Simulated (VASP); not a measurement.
# C (a cell with a defect) in VASP: further runs

The runs below take C (a cell with a defect) through single point, with PBE+D3(BJ).

Everything below comes from runs of VASP 6.6.1. Logs are shortened: lines on timing, memory, paths and dates and some standing lists are left out, and cuts for length are marked.

## 1. The cell of the first run

The cell holds a defect, 33 atoms: a = 6.613 Å, b = 6.619 Å, c = 6.619 Å, α = 96.28°, β = 96.34°, γ = 96.34°.

## 2. Single point, PBE+D3(BJ)

INCAR reads:

```
ALGO     = Normal         # electronic algorithm
EDIFF    = 1E-6           # SCF threshold, eV
ENCUT    = 520            # plane-wave cutoff, eV
GGA      = PE             # functional
ISIF     = 2              # what is computed and relaxed
ISMEAR   = 0              # smearing method
IVDW     = 12             # dispersion correction
LASPH    = True           # aspherical terms in the spheres
LCHARG   = False          # write CHGCAR
LREAL    = Auto         
LWAVE    = False          # write WAVECAR
NBANDS   = 88             # bands
NELM     = 100            # most SCF steps
PREC     = Accurate       # precision mode
SIGMA    = 0.02           # smearing width, eV
```

KPOINTS reads:

```
Automatic mesh
0
Gamma
  2 2 2
  0.5 0.5 0.5
```

POSCAR reads:

```
C
1.0
    5.6709571532      0.0000000000     -3.4026574365
   -2.8677434801     -4.9298468452     -3.3594911937
   -2.8677434801      4.9298468452     -3.3594911937
C
33
Direct
    0.4166519006      0.0417065995      0.5411639006
    0.6601867587      0.7856925900      0.5344941170
    0.9114951763      0.5356548553      0.5252510839
    0.4137874616      0.2886075422      0.2892112121
    0.1658812893      0.2905420928      0.5399470010
    0.6713716388      0.0454118115      0.2953818488
    0.9271670085      0.8016189194      0.2988882915
    0.4069984282      0.5325924441      0.0353372398
    0.1705785747      0.5457919281      0.2931662301
    0.6572536288      0.2835927607      0.0355665972
    0.9323639495      0.0572751440      0.0553168682
    0.4124005174      0.7902645714      0.7874705698
    0.1935734182      0.8149041428      0.0633824188
    0.6519102806      0.5360609403      0.7905672241
    0.9205288489      0.2912084818      0.7946186440
    0.1770970879      0.0519088388      0.8015029166
    0.5833481183      0.9582933302      0.4574773663
    0.8320217176      0.7048557639      0.4503760530
    0.0794847890      0.4547835518      0.4511335398
    0.5813049894      0.2061772487      0.2076438257
    0.3328865191      0.2085325829      0.4588360992
    0.8455183967      0.9705778295      0.2186741464
    0.1002388790      0.7231097430      0.2217081624
    0.5584541185      0.4342257907      0.9453262527
    0.3309331823      0.4555524116      0.2068519877
    0.8380125174      0.2121567742      0.9611814632
    0.1070835904      0.9806854009      0.9787741854
    0.5649250456      0.6979591583      0.6901792006
    0.3400906775      0.7149835870      0.9644004631
    0.8461334664      0.4692693245      0.7123630833
    0.0864747078      0.2111297504      0.7113144574
    0.3353974510      0.9613889552      0.7099249567
    0.8545433021      0.6480579136      0.8792423775
```

Potentials or basis: VASP PAW PBE potentials, release 64 (C).

The run is started by

```console
cat potpaw_PBE.64/C/POTCAR > POTCAR
mpirun -np 1 vasp_std > vasp.out
```

OUTCAR:

```text
EDIFF = 1E-6
   ENCUT = 520
   GGA = PE
   ISIF = 2
   ISMEAR = 0
   IVDW = 12
   LASPH = True
   LREAL = Auto
   NELM = 100
   PREC = Accurate
 IVDW          = 12

 ion  position               nearest neighbor table
   1  0.417  0.042  0.541-  32 1.42  21 1.42  17 1.42
   2  0.660  0.786  0.534-  28 1.41  17 1.42  18 1.45
   3  0.911  0.536  0.525-  19 1.40  18 1.40  30 1.45
   4  0.414  0.289  0.289-  20 1.42  25 1.42  21 1.42
   5  0.166  0.291  0.540-  21 1.42  31 1.43  19 1.43
   6  0.671  0.045  0.295-  17 1.42  20 1.42  22 1.42
   7  0.927  0.802  0.299-  18 1.42  22 1.42  23 1.43
   8  0.407  0.533  0.035-  24 1.40  25 1.41  29 1.44
   9  0.171  0.546  0.293-  25 1.42  23 1.42  19 1.42
  10  0.657  0.284  0.036-  24 1.40  20 1.42  26 1.45
  11  0.932  0.057  0.055-  26 1.42  22 1.42  27 1.43
  12  0.412  0.790  0.787-  28 1.41  32 1.42  29 1.43
  13  0.194  0.815  0.063-  29 1.41  27 1.43  23 1.43
  14  0.652  0.536  0.791-  24 1.44  28 1.46  33 1.48  30 1.53
  15  0.921  0.291  0.795-  26 1.41  31 1.41  30 1.46
  16  0.177  0.052  0.802-  27 1.42  32 1.42  31 1.42
  17  0.583  0.958  0.457-   6 1.42   2 1.42   1 1.42
  18  0.832  0.705  0.450-   3 1.40   7 1.42   2 1.45
  19  0.079  0.455  0.451-   3 1.40   9 1.42   5 1.43
  20  0.581  0.206  0.208-  10 1.42   4 1.42   6 1.42
  21  0.333  0.209  0.459-   5 1.42   1 1.42   4 1.42
  22  0.846  0.971  0.219-   7 1.42  11 1.42   6 1.42
  23  0.100  0.723  0.222-   9 1.42   7 1.43  13 1.43
  24  0.558  0.434  0.945-  10 1.40   8 1.40  14 1.44
  25  0.331  0.456  0.207-   8 1.41   9 1.42   4 1.42
  26  0.838  0.212  0.961-  15 1.41  11 1.42  10 1.45
  27  0.107  0.981  0.979-  16 1.42  13 1.43  11 1.43
  28  0.565  0.698  0.690-   2 1.41  12 1.41  14 1.46
  29  0.340  0.715  0.964-  13 1.41  12 1.43   8 1.44
  30  0.846  0.469  0.712-   3 1.45  15 1.46  33 1.52  14 1.53
  31  0.086  0.211  0.711-  15 1.41  16 1.42   5 1.43
  32  0.335  0.961  0.710-  12 1.42   1 1.42  16 1.42
  33  0.855  0.648  0.879-  14 1.48  30 1.52

  LATTYP: Found a base centered monoclinic cell.
 ALAT       =     8.8340554103
 B/A-ratio  =     1.1161005034
 C/A-ratio  =     0.7486322128
 COS(beta)  =    -0.1654005532

  Lattice vectors:

 A1 = (  -2.8677434801,  -4.9298468452,  -3.3594911937)
 A2 = (  -2.8677434801,   4.9298468452,  -3.3594911937)
 A3 = (   5.6709571532,   0.0000000000,  -3.4026574365)

Analysis of symmetry for initial positions (statically):
=====================================================================
[... 170 lines left out ...]
   NFREE  =      0    steps in history (QN), initial steepest desc. (CG)
   ISIF   =      2    stress and relaxation
   ISYM   =      2    0-nonsym 1-usesym 2-fastsym
   POTIM  = 0.5000    time-step for ionic-motion
   TEBEG  =    0.0;   TEEND  =   0.0 temperature during run
   PSTRESS=    0.0 pullay stress
   NELECT =     132.0000    total number of electrons
   NUPDOWN=      -1.0000    fix difference up-down
   EMIN   =  10.00;   EMAX   =-10.00  energy-range for DOS
   EFERMI =   0.00;   METHOD = LEGACY
   ISMEAR =     0;   SIGMA  =   0.02  broadening in eV -4-tet -1-fermi 0-gaus
   EFERMI_NEDOS =   21; number of points for ismear=-14 and -15
   IALGO  =     38    algorithm
   IMIX   =      4    mixing-type and parameters
     AMIX     =   0.40;   BMIX     =  1.00
     AMIX_MAG =   1.60;   BMIX_MAG =  1.00
  volume/ion in A,a.u.               =       8.61        58.09
  Fermi-wavevector in a.u.,A,eV,Ry     =   1.268041  2.396249 21.877178  1.607927
  Thomas-Fermi vector in A             =   2.401157
   LORBIT       =      0    0 simple, 1 ext, 2 COOP (PROOUT), +10 PAW based schemes
   GGA     = PE    functional components
   LHFCALC =     F    Hartree Fock is set to
   AEXX    =    0.0000 exact exchange contribution
   IVDW    =    12    specifies the selected vdW correction
   LEPSILON=     F    determine dielectric tensor
   LRPA    =     F    only Hartree local field effects (RPA)
 non-spin polarized calculation
 Gauss-broadening in eV      SIGMA  =   0.02
  energy-cutoff  :      520.00
  volume of cell :      284.05
 maximum number of plane-waves:      7645
 NGX is ok and might be reduce to    50
   NGX = 25   NGY = 25   NGZ = 25

 number of electron     131.9999997 magnetization

 Free energy of the ion-electron system (eV)
  ---------------------------------------------------
  ext. energy  EPLUGINS =         0.00000000
  ---------------------------------------------------
  free energy    TOTEN  =      -296.48452289 eV

  energy without entropy =     -296.48452289  energy(sigma->0) =     -296.48452289

 E-fermi :   5.0380     XC(G=0): -10.4952

 val. band max:        4.9368579676   @ k =  -0.2500   0.2500   0.2500
 cond. band min:       5.1828589943   @ k =   0.2500  -0.2500   0.2500
 fundamental gap:      0.2460010268
 Fermi energy:         5.0380093697

 k-point     1 :       0.2500    0.2500    0.2500
  band No.  band energies     occupation
      1     -15.1441      2.00000
      2     -14.0982      2.00000
      3     -13.3483      2.00000
      4     -13.3430      2.00000
      5     -13.1262      2.00000
      6     -13.1031      2.00000
[... 313 lines left out ...]
     77       9.9394      0.00000
     78      10.2429      0.00000
 [bands above 78 left out]

------------------------ aborting loop because EDIFF is reached ----------------------------------------

 Edisp (eV)   -5.21091

 E8    (eV) :    -1.4793

  FORCE on cell =-STRESS in cart. coord.  units (eV):
  Direction    XX          YY          ZZ          XY          YZ          ZX
  --------------------------------------------------------------------------------------
  -------------------------------------------------------------------------------------
  Total       6.69219     7.11648     4.92853    -3.15120     0.04841    -0.91877
  in kB      37.74681    40.13996    27.79899   -17.77409     0.27306    -5.18223
  external pressure =       35.23 kB  Pullay stress =        0.00 kB

 VOLUME and BASIS-vectors are now :
 -----------------------------------------------------------------------------
  energy-cutoff  :      520.00
  volume of cell :      284.05
      direct lattice vectors                 reciprocal lattice vectors
     5.670957153  0.000000000 -3.402657437     0.116610618  0.000000000 -0.099541663
    -2.867743480 -4.929846845 -3.359491194    -0.059054477 -0.101423029 -0.098421723
    -2.867743480  4.929846845 -3.359491194    -0.059054477  0.101423029 -0.098421723

 POSITION                                       TOTAL-FORCE (eV/Angst)
 -----------------------------------------------------------------------------------
      0.69129      2.46225     -3.37587        -0.000647     -0.000854     -0.002498
     -0.04207     -1.23837     -6.68155         0.005648     -0.001959      0.000441
      2.12664     -0.05129     -6.66561        -0.008761     -0.003243      0.004998
      0.68953      0.00298     -3.34915         0.000461     -0.000897     -0.004669
     -1.44092      1.22953     -3.35446        -0.000841     -0.000644      0.001546
      2.83001      1.23231     -3.42934        -0.006294      0.003729      0.002938
[... 25 lines left out ...]
     -2.89088     -1.23968     -6.75601        -0.000189     -0.005011      0.006801
      0.46617      1.13970     -8.03867        -0.006260     -0.009051     -0.116309
 -----------------------------------------------------------------------------------
    total drift:                               -0.007034      0.018054      0.022841

  FREE ENERGIE OF THE ION-ELECTRON SYSTEM (eV)
  ---------------------------------------------------
  free  energy   TOTEN  =      -301.6954291109 eV

  energy  without entropy=     -301.6954291109  energy(sigma->0) =     -301.69542911
```

OSZICAR:

```text
N       E                     dE             d eps       ncg     rms          rms(c)
DAV:   1     0.529224534381E+03    0.52922E+03   -0.67830E+04   704   0.140E+03
DAV:   2    -0.265254267404E+03   -0.79448E+03   -0.75865E+03   856   0.295E+02
DAV:   3    -0.314155743307E+03   -0.48901E+02   -0.48357E+02   840   0.724E+01
DAV:   4    -0.315209169799E+03   -0.10534E+01   -0.10502E+01   896   0.112E+01
DAV:   5    -0.315240606647E+03   -0.31437E-01   -0.31411E-01   904   0.181E+00    0.256E+01
DAV:   6    -0.300845685662E+03    0.14395E+02   -0.15243E+01   800   0.110E+01    0.150E+01
DAV:   7    -0.296417281971E+03    0.44284E+01   -0.14927E+01   792   0.109E+01    0.417E+00
DAV:   8    -0.296474728414E+03   -0.57446E-01   -0.52636E-01   856   0.224E+00    0.207E+00
DAV:   9    -0.296483179703E+03   -0.84513E-02   -0.77018E-02   848   0.872E-01    0.190E-01
DAV:  10    -0.296483775547E+03   -0.59584E-03   -0.41970E-03   832   0.224E-01    0.101E-01
DAV:  11    -0.296484327327E+03   -0.55178E-03   -0.92228E-04   800   0.103E-01    0.470E-02
DAV:  12    -0.296484473637E+03   -0.14631E-03   -0.12239E-04   800   0.422E-02    0.224E-02
DAV:  13    -0.296484521611E+03   -0.47973E-04   -0.59703E-05   784   0.277E-02    0.559E-03
DAV:  14    -0.296484522786E+03   -0.11750E-05   -0.49734E-06   784   0.695E-03    0.204E-03
DAV:  15    -0.296484522890E+03   -0.10420E-06   -0.63531E-07   496   0.297E-03
   1 F= -.30169543E+03 E0= -.30169543E+03  d E =-.219568E-13
```

stdout:

```text
POSCAR found type information on POSCAR C
 POSCAR found :  1 types and      33 ions
 scaLAPACK will be used
 LDA part: xc-table for (Slater+PW92), standard interpolation
 POSCAR, INCAR and KPOINTS ok, starting setup
 FFT: planning ... GRIDC
 FFT: planning ... GRID_SOFT
 FFT: planning ... GRID
 WAVECAR not read
 entering main loop
```

Run time: 3.3 min. Hardware: 1 thread of Intel Xeon Platinum 8259CL at 2.50GHz (Skylake/Cascade Lake), shared host; peak memory 0.35 GiB.

Results:

```yaml
Free_energy: -301.6954 eV
Pressure: 3.5 GPa
Largest_force: 0.117 eV/Å
Band_gap_on_the_k_mesh: 0.25 eV
Dispersion_energy_per_atom: -0.158 eV
```

Forces in eV/Å, atoms in the order of the input:
```
C   -0.001 -0.001 -0.002
C    0.006 -0.002  0.000
C   -0.009 -0.003  0.005
C    0.000 -0.001 -0.005
C   -0.001 -0.001  0.002
C   -0.006  0.004  0.003
C    0.002 -0.009 -0.005
C    0.001  0.002 -0.001
C    0.002  0.005  0.000
C    0.003  0.000  0.000
C    0.012  0.002  0.003
C   -0.003  0.006  0.002
C   -0.005  0.005  0.002
C   -0.038  0.000  0.067
C   -0.004 -0.012  0.008
C   -0.008  0.003 -0.002
C   -0.001 -0.007  0.001
C   -0.002  0.007  0.004
C    0.001  0.013  0.002
C    0.001 -0.005 -0.003
C    0.003 -0.006 -0.001
C    0.007 -0.002 -0.005
C   -0.003 -0.001 -0.008
C    0.004  0.004  0.009
C   -0.002  0.000  0.001
C   -0.015 -0.004  0.001
C    0.001 -0.004  0.001
C    0.007  0.009  0.000
C    0.006  0.010 -0.002
C    0.048  0.007  0.031
C    0.002 -0.006  0.002
C    0.000 -0.005  0.007
C   -0.006 -0.009 -0.116
```

Levels at points of the mesh, in eV from the valence-band top:
| k point | band 64 | band 65 | band 66 | band 67 | band 68 | band 69 |
| --- | --- | --- | --- | --- | --- | --- |
| (0.25, 0.25, 0.25) | -2.57 | -1.29 | -0.40 | 0.28 | 1.33 | 2.04 |

[end of part 1 of 2]
